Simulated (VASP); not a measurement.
# Ni (Fm-3m) in VASP: a series of runs

The runs below take Ni through relaxation of cell and atoms, single point, with LDA, PBE0.

Everything below comes from runs of VASP 6.6.1. Logs are shortened: lines on timing, memory, paths and dates and some standing lists are left out, and cuts for length are marked.

## (1) The cell of the first run

The structure is cubic, space group Fm-3m (No. 225). The conventional cell has a = 3.475 Å, b = 3.475 Å, c = 3.475 Å, α = 90.00°, β = 90.00°, γ = 90.00°. Within 3.2 Å of Ni (site symmetry m-3m) lie 12 Ni at 2.46 Å.

## (2) Relaxation of cell and atoms, LDA, collinear spin, ferromagnetic start

The input, INCAR:

```
SYSTEM = Ni
ALGO = Normal
EDIFF = 1E-7
EDIFFG = -0.005
ENCUT = 600
GGA = CA
IBRION = 2
ISIF = 3
ISMEAR = -1
ISPIN = 2
LASPH = .True.
LCHARG = .False.
LMAXMIX = 4
LORBIT = 11
LREAL = .False.
LWAVE = .False.
MAGMOM = 1
NELM = 150
NSW = 80
PREC = Accurate
SIGMA = 0.05
```

The input, KPOINTS:

```
k-points
0
Gamma
  13 13 13
  0 0 0
```

The input, POSCAR:

```
Ni
1.0
    0.0000000000      1.7375729330      1.7375729330
    1.7375729330      0.0000000000      1.7375729330
    1.7375729330      1.7375729330      0.0000000000
Ni
1
Direct
    0.0000000000      0.0000000000      0.0000000000
```

Potentials or basis: VASP PAW LDA potentials, release 64 (Ni).

Started as:

```bash
> cat potpaw_LDA.64/Ni/POTCAR > POTCAR
> mpirun -np 1 vasp_std > vasp.out
```

OUTCAR:

```text
SYSTEM = Ni
   EDIFF = 1E-7
   EDIFFG = -0.005
   ENCUT = 600
   GGA = CA
   IBRION = 2
   ISIF = 3
   ISMEAR = -1
   ISPIN = 2
   LASPH = .True.
   LORBIT = 11
   LREAL = .False.
   NELM = 150
   NSW = 80
   PREC = Accurate

 ion  position               nearest neighbor table
   1  0.000  0.000  0.000-

  LATTYP: Found a face centered cubic cell.
 ALAT       =     3.4751458660

  Lattice vectors:

 A1 = (   0.0000000000,   1.7375729330,   1.7375729330)
 A2 = (   1.7375729330,   0.0000000000,   1.7375729330)
 A3 = (   1.7375729330,   1.7375729330,   0.0000000000)

Analysis of symmetry for initial positions (statically):
=====================================================================
 Subroutine PRICEL returns:
 Original cell was already a primitive cell.

 Routine SETGRP: Setting up the symmetry group for a
 face centered cubic supercell.

 Subroutine GETGRP returns: Found 48 space group operations
 (whereof 48 operations were pure point group operations)
 out of a pool of 48 trial point group operations.

The static configuration has the point symmetry O_h .

Analysis of symmetry for dynamics (positions and initial velocities):
=====================================================================
 Subroutine PRICEL returns:
 Original cell was already a primitive cell.

 Routine SETGRP: Setting up the symmetry group for a
 face centered cubic supercell.

 Subroutine GETGRP returns: Found 48 space group operations
 (whereof 48 operations were pure point group operations)
 out of a pool of 48 trial point group operations.

The dynamic configuration has the point symmetry O_h .

Analysis of structural, dynamic, and magnetic symmetry:
=====================================================================
 Subroutine PRICEL returns:
 Original cell was already a primitive cell.

 Routine SETGRP: Setting up the symmetry group for a
 face centered cubic supercell.

 Subroutine GETGRP returns: Found 48 space group operations
 (whereof 48 operations were pure point group operations)
 out of a pool of 48 trial point group operations.

The overall configuration has the point symmetry O_h .

 Subroutine INISYM returns: Found 48 space group operations
 (whereof 48 operations are pure point group operations),
 and found     1 'primitive' translations

----------------------------------------------------------------------------------------

                                     Primitive cell

  volume of cell :      10.4920

  direct lattice vectors                    reciprocal lattice vectors
     0.000000000  1.737572933  1.737572933    -0.287757705  0.287757705  0.287757705
[... 84 lines left out ...]
   EDIFF  = 0.1E-06   stopping-criterion for ELM
   LREAL  =      F    real-space projection
   EDIFFG = -.5E-02   stopping-criterion for IOM
   NSW    =     80    number of steps for IOM
   IBRION =      2    ionic relax: 0-MD 1-quasi-New 2-CG
   NFREE  =      1    steps in history (QN), initial steepest desc. (CG)
   ISIF   =      3    stress and relaxation
   ISYM   =      2    0-nonsym 1-usesym 2-fastsym
   POTIM  = 0.5000    time-step for ionic-motion
   TEBEG  =    0.0;   TEEND  =   0.0 temperature during run
   PSTRESS=    0.0 pullay stress
   NELECT =      10.0000    total number of electrons
   NUPDOWN=      -1.0000    fix difference up-down
   EMIN   =  10.00;   EMAX   =-10.00  energy-range for DOS
   EFERMI =   0.00;   METHOD = LEGACY
   ISMEAR =    -1;   SIGMA  =   0.05  broadening in eV -4-tet -1-fermi 0-gaus
   EFERMI_NEDOS =   21; number of points for ismear=-14 and -15
   IALGO  =     38    algorithm
   IMIX   =      4    mixing-type and parameters
     AMIX     =   0.40;   BMIX     =  1.00
     AMIX_MAG =   1.60;   BMIX_MAG =  1.00
  volume/ion in A,a.u.               =      10.49        70.80
  Fermi-wavevector in a.u.,A,eV,Ry     =   1.611097  3.044533 35.315755  2.595635
  Thomas-Fermi vector in A             =   2.706542
   LORBIT       =     11    0 simple, 1 ext, 2 COOP (PROOUT), +10 PAW based schemes
   GGA     = CA    functional components
   LHFCALC =     F    Hartree Fock is set to
   AEXX    =    0.0000 exact exchange contribution
   IVDW    =     0    specifies the selected vdW correction
   LEPSILON=     F    determine dielectric tensor
   LRPA    =     F    only Hartree local field effects (RPA)
 conjugate gradient relaxation of ions
 spin polarized calculation
  energy-cutoff  :      600.00
  volume of cell :       10.49
 maximum number of plane-waves:       365
   NGX =  9   NGY =  9   NGZ =  9

--------------------------------------- Ionic step        1  -------------------------------------------

 number of electron      10.0000000 magnetization       1.0000000

 number of electron       9.9999999 magnetization       0.6152675

 Free energy of the ion-electron system (eV)
  ---------------------------------------------------
  ext. energy  EPLUGINS =         0.00000000
  ---------------------------------------------------
  free energy    TOTEN  =        -6.57280708 eV

  energy without entropy =       -6.55940074  energy(sigma->0) =       -6.56610391

 E-fermi :   9.5499     XC(G=0): -13.8290

 val. band max:        9.5480993421   @ k =  -0.4615   0.3846   0.1538
 cond. band min:       9.5503099614   @ k =  -0.2308   0.3846   0.1538
 fundamental gap:      0.0022106193
 Fermi energy:         9.5498561064

 spin component 1

 k-point     1 :       0.0000    0.0000    0.0000
  band No.  band energies     occupation
      1       0.3115      1.00000
      2       7.1023      1.00000
      3       7.1023      1.00000
      4       7.1023      1.00000
      5       8.3156      1.00000
      6       8.3156      1.00000
      7      33.6373      0.00000
      8      37.6780      0.00000
      9      37.6780      0.00000
     10      37.6780      0.00000
[... 789 lines left out ...]
--------------------------------------- Ionic step        6  -------------------------------------------

 number of electron       9.9999993 magnetization       0.6135405

 Free energy of the ion-electron system (eV)
  ---------------------------------------------------
  ext. energy  EPLUGINS =         0.00000000
  ---------------------------------------------------
  free energy    TOTEN  =        -6.58829786 eV

  energy without entropy =       -6.57569221  energy(sigma->0) =       -6.58199504

 E-fermi :  10.2356     XC(G=0): -14.1024

 val. band max:       10.2354066439   @ k =   0.4615   0.3846   0.0769
 cond. band min:      10.2371611417   @ k =   0.3846   0.3846   0.0000
 fundamental gap:      0.0017544978
 Fermi energy:        10.2355785623

 spin component 1

 k-point     1 :       0.0000    0.0000    0.0000
  band No.  band energies     occupation
      1       0.6714      1.00000
      2       7.6619      1.00000
      3       7.6619      1.00000
      4       7.6619      1.00000
      5       8.9570      1.00000
      6       8.9570      1.00000
      7      34.6954      0.00000
      8      39.1031      0.00000
      9      39.1031      0.00000
     10      39.1031      0.00000
[... 643 lines left out ...]
  FREE ENERGIE OF THE ION-ELECTRON SYSTEM (eV)
  ---------------------------------------------------
  free  energy   TOTEN  =        -6.5882978630 eV

  energy  without entropy=       -6.5756922081  energy(sigma->0) =       -6.58199504

 reached required accuracy - stopping structural energy minimisation

 total charge

# of ion       s       p       d       tot
------------------------------------------
    1        0.536   0.573   8.367   9.476

 magnetization (x)

# of ion       s       p       d       tot
------------------------------------------
    1       -0.003  -0.017   0.633   0.613
```

OSZICAR:

```text
N       E                     dE             d eps       ncg     rms          rms(c)
DAV:   1     0.278313345124E+02    0.27831E+02   -0.52285E+03  3418   0.145E+03
DAV:   2    -0.686628559951E+01   -0.34698E+02   -0.32732E+02  3430   0.179E+02
[... 54 lines left out ...]
DAV:   1    -0.658833382109E+01   -0.37620E-04   -0.54234E-04  3576   0.389E-01    0.503E-02
DAV:   2    -0.658830877660E+01    0.25044E-04   -0.48364E-04  3704   0.326E-01    0.248E-02
DAV:   3    -0.658829878661E+01    0.99900E-05   -0.69466E-05  3626   0.130E-01    0.816E-03
DAV:   4    -0.658829798689E+01    0.79972E-06   -0.49369E-07  3576   0.574E-03    0.451E-03
DAV:   5    -0.658829785859E+01    0.12831E-06   -0.21241E-07  2012   0.328E-03    0.787E-04
DAV:   6    -0.658829786301E+01   -0.44238E-08   -0.99332E-09  1692   0.985E-04
   6 F= -.65882979E+01 E0= -.65819950E+01  d E =-.140000E-05  mag=     0.6136
```

CONTCAR:

```text
Ni
   1.00000000000000
     0.0000000000000000    1.7116041823337809    1.7116041823337809
     1.7116041823337809   -0.0000000000000000    1.7116041823337809
     1.7116041823337809    1.7116041823337809   -0.0000000000000000
  Ni
     1
Direct
     1.0000000000000000    0.0000000000000000    0.0000000000000000

  0.00000000E+00  0.00000000E+00  0.00000000E+00
```

It took 56 s on 1 thread of Intel Xeon 6975P-C, shared host; peak memory 0.15 GiB.

What came out:

| Property | Result |
| --- | --- |
| Free energy | -6.5883 eV |
| Relaxed volume | 10.03 Å³/atom |
| Relaxed cell | a = 2.421 Å, b = 2.421 Å, c = 2.421 Å, α = 60.00°, β = 60.00°, γ = 60.00° |
| Space group after relaxing (to 0.05 Å) | Fm-3m (No. 225) |
| Energy gained by relaxing | 15.5 meV/atom |
| Ionic steps | 6 |
| Pressure after relaxing | 0.0 GPa |
| Net moment | 0.61 μB per cell |
| Site moments | Ni +0.61 μB |
| Valence electrons inside the program's atomic spheres | Ni 9.48 |

The path:
```tsv
step	energy change (eV)	largest force (eV/Å)	pressure (GPa)	volume (Å³)
1	0.0000	0.0000	-10.23	10.49
2	0.0084	0.0000	15.47	9.51
3	-0.0155	0.0000	-0.13	10.03
4	-0.0155	0.0000	0.11	10.02
5	-0.0155	0.0000	-0.12	10.03
6	-0.0155	0.0000	0.00	10.03
```

Final structure:
```yaml
crystal:
  lattice:
    - [0.00000, 1.71160, 1.71160]
    - [1.71160, 0.00000, 1.71160]
    - [1.71160, 1.71160, 0.00000]
  atoms:
    - { symbol: Ni, position: [0.00000, 0.00000, 0.00000] }
```

## (3) Single point, PBE0, collinear spin, ferromagnetic start

This run uses another cell than the first one, of 11.12 Å³/atom, 1.060 times its volume.

The input, POSCAR:

```
Ni
1.0
    0.0000000000      1.7716516424      1.7716516424
    1.7716516424      0.0000000000      1.7716516424
    1.7716516424      1.7716516424      0.0000000000
Ni
1
Direct
    0.0000000000      0.0000000000      0.0000000000
```

The input, INCAR.step1:

```
  PREC = Accurate
  ENCUT = 520
  EDIFF = 1E-5
  ISMEAR = -1
  SIGMA = 0.05
  LREAL = False
  LASPH = True
  NELM = 150
  ALGO = Normal
  ISIF = 2
  LWAVE = True
  LCHARG = False
  ISPIN = 2
  MAGMOM = 1
  LORBIT = 11
  LMAXMIX = 4
  NBANDS = 15
  GGA = PE
```

The input, INCAR.step2:

```
  PREC = Accurate
  ENCUT = 520
  EDIFF = 1E-6
  ISMEAR = -1
  SIGMA = 0.05
  LREAL = False
  LASPH = True
  NELM = 150
  ALGO = Normal
  ISIF = 2
  LWAVE = False
  LCHARG = False
  ISPIN = 2
  MAGMOM = 1
  LORBIT = 11
  LMAXMIX = 4
  GGA = PE
  LHFCALC = True
  AEXX = 0.25
  PRECFOCK = Normal
  NBANDS = 15
  ISTART = 1
```

The input, KPOINTS:

```
regular mesh
0
Gamma
  8 8 8
```

Potentials or basis: VASP PAW PBE potentials, release 64 (Ni).

Started as:

```bash
> cat potpaw_PBE.64/Ni/POTCAR > POTCAR
> cp INCAR.step1 INCAR
> mpirun -np 1 vasp_std > vasp.out
> cp INCAR.step2 INCAR
> mpirun -np 1 vasp_std > vasp.out
```

Run time: 33 min. Hardware: 1 thread of Intel Xeon 6975P-C (Granite Rapids), shared host; peak memory 0.14 GiB.

It converged, with:

```
Free energy                                           : -6.8787 eV
Pressure                                              : -7.9 GPa
Net moment                                            : 0.70 μB per cell
Site moments                                          : Ni +0.75 μB
Valence electrons inside the program's atomic spheres : Ni 9.32
```

Levels at points of the mesh, in eV from the Fermi level:
Spin up:
```tsv
k point	band 1	band 2	band 3	band 4	band 5	band 6	band 7	band 8	band 9	band 10
(0.00, 0.00, 0.00)	-10.31	-4.92	-4.92	-4.92	-3.58	-3.58	25.18	29.05	29.05	29.05
(0.50, 0.00, 0.00)	-6.99	-4.81	-4.81	-2.86	-2.86	-0.42	6.34	23.53	26.20	26.20
(0.50, 0.50, 0.00)	-6.83	-6.64	-2.84	-2.84	-2.82	3.24	10.19	16.18	16.18	21.07
```
Spin down:
| k point | band 1 | band 2 | band 3 | band 4 | band 5 | band 6 | band 7 | band 8 | band 9 | band 10 |
| --- | --- | --- | --- | --- | --- | --- | --- | --- | --- | --- |
| (0.00, 0.00, 0.00) | -10.82 | -2.71 | -2.71 | -2.51 | -2.51 | -2.51 | 24.50 | 28.80 | 28.80 | 28.80 |
| (0.50, 0.00, 0.00) | -5.72 | -3.58 | -3.58 | -1.12 | 0.38 | 0.38 | 7.41 | 23.04 | 26.08 | 26.08 |
| (0.50, 0.50, 0.00) | -6.41 | -4.75 | -1.88 | 1.30 | 1.30 | 2.49 | 10.33 | 15.90 | 15.90 | 21.47 |

Caveat: the k points lie up to 0.38 Å⁻¹ apart; the PAW data sets were made with another functional, which shifts forces and pressure a little.
